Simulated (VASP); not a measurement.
Ge: single point with PBE+D3(BJ)

**Measured values to compare with.**

From “Electronic and optical properties of SixGe1-x-ySny alloys lattice-matched to Ge”, 2021, arxiv:2109.02782, for a bulk crystal of Ge at 293 K: band gap 0.666 eV (indirect).

Crystal: Ge.

```
CELL_PARAMETERS angstrom
0.00000 2.84970 2.84970
2.84970 0.00000 2.84970
2.84970 2.84970 0.00000
ATOMIC_POSITIONS crystal
Ge 0.00000 0.00000 0.00000
Ge 0.25000 0.25000 0.25000
```

- Program: VASP 6.6.1
- Task: single point
- Functional: PBE
- Dispersion: D3(BJ)
- Potentials or basis: VASP PAW PBE potentials, release 64 (Ge_d)
- Cutoff: 520 eV
- k mesh: 14 × 14 × 14
- Occupations: gaussian, width 0.1 eV
- Spin: no spin polarisation
- Dipole correction: no
- Further INCAR settings: ALGO = Normal; EDIFF = 1e-06; NBANDS = 21

- Pressure: -0.1 GPa
- Band gap on the k mesh: zero (filled and empty bands touch)
- Dispersion energy per atom: -0.290 eV

Levels at points of the mesh, in eV from the Fermi level:
| k point | band 12 | band 13 | band 14 | band 15 | band 16 | band 17 |
| --- | --- | --- | --- | --- | --- | --- |
| (0.00, 0.00, 0.00) | -0.19 | -0.03 | -0.03 | -0.03 | 2.52 | 2.52 |
| (0.50, 0.00, 0.00) | -7.52 | -1.40 | -1.40 | 0.09 | 3.71 | 3.71 |
| (0.50, 0.50, 0.00) | -8.83 | -3.02 | -3.02 | 0.76 | 0.76 | 9.31 |

Run time: 39 s on 1 thread of Intel Xeon 6975P-C (shared host), peak memory 0.22 GiB.

A measured gap of Ge is 0.666 eV (indirect; 293 K; “Electronic and optical properties of SixGe1-x-ySny alloys lattice-matched to Ge”, 2021, arxiv:2109.02782); the calculated 0.00 eV misses it by -0.67 eV. 3 values of this kind are on record (0.666 to 0.807 eV); this one was drawn at random among those near their median. Spin-orbit coupling on Ge is left out. The value is that of PBE+D3(BJ) on a finite k mesh, which can miss the band edges, without temperature or zero-point motion. Semilocal functionals fall short of measured gaps as a rule.

Caveat: pairwise dispersion overbinds metals, which lowers pressure and volume.
